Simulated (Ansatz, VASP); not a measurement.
## Two plane-wave programs on MgO

```xyz
2
Lattice="0.0000 2.0970 2.0970 2.0970 0.0000 2.0970 2.0970 2.0970 0.0000" Properties=species:S:1:pos:R:3 pbc="T T T"
Mg    0.0000    0.0000    0.0000
O     2.0970    2.0970    2.0970
```

Alike in both runs: task single point; functional PBE; k mesh 8 × 8 × 8; occupations gaussian, width 0.1 eV; no spin polarisation.

```csv
,VASP,Ansatz
version,VASP 6.6.1,Ansatz 0.2.0
potentials or method,"VASP PAW PBE potentials, release 64 (Mg_sv, O), cutoff 840 eV","scalar-relativistic, plane waves, PAW"
valence electrons in the cell,16,16
```

Ansatz gave:

```
gap on the k mesh at the Fermi level (eV) : 4.87
least direct gap on the mesh (eV)         : 4.87
pressure (GPa)                            : 6.9
```

Problem. Estimate VASP's values.

Solution. gap on the k mesh at the Fermi level (eV): 4.87; least direct gap on the mesh (eV): 4.87; pressure (GPa): 7.0.

The functional is the same, so the differences come from potentials, cutoffs and numerics.
